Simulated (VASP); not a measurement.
**Si: single point with LDA**

Crystal: Si.

```
Si
1.0
     2.69083    0.00000    0.00000
    -1.34542    2.33033    0.00000
     0.00000    0.00000    4.60987
Si
2
Direct
  0.33333 0.66667 0.25000
  0.66667 0.33333 0.75000
```

This cell differs from its parent crystal: strain +0.015 along x and y, +0.015 along z.

```yaml
Program: VASP 6.6.1
Task: single point
Functional: LDA
Potentials_or_basis: VASP PAW LDA potentials, release 64 (Si)
Cutoff: 520 eV
k_mesh: 24 × 24 × 14
Occupations: gaussian, width 0.15 eV
Spin: no spin polarisation
Dipole_correction: no
Further_INCAR_settings: ALGO = Normal; EDIFF = 1e-06; NBANDS = 11
```

```json
{
 "Pressure": "-3.8 GPa",
 "Band gap on the k mesh": "zero (bands 4 and 5 overlap by 12.68 eV)"
}
```

Stress tensor (GPa, compression positive):
```
-3.86  0.00  0.00
 0.00 -3.86  0.00
 0.00  0.00 -3.78
```

Levels at points of the mesh, in eV from the Fermi level:
```tsv
k point	band 1	band 2	band 3	band 4	band 5	band 6	band 7	band 8	band 9
(0.00, 0.00, 0.00)	-14.40	-8.25	-7.08	8.85	8.85	9.92	10.18	10.18	10.70
(0.50, 0.00, 0.00)	-8.12	-7.52	-2.01	-1.68	-1.51	0.08	3.76	5.97	8.46
(0.00, 0.00, 0.50)	-12.71	-12.71	0.40	0.40	10.08	10.08	10.08	10.08	12.02
(0.50, 0.00, 0.50)	-6.47	-6.47	-5.90	-5.90	5.21	5.21	5.43	5.43	6.81
```

It took 2 min on 1 thread of Intel Xeon 8259CL, with other jobs on the host, peak memory 0.22 GiB.

Caveat: the cell differs from its parent crystal (strain +0.015 along x and y, +0.015 along z); the cell stands under tension.
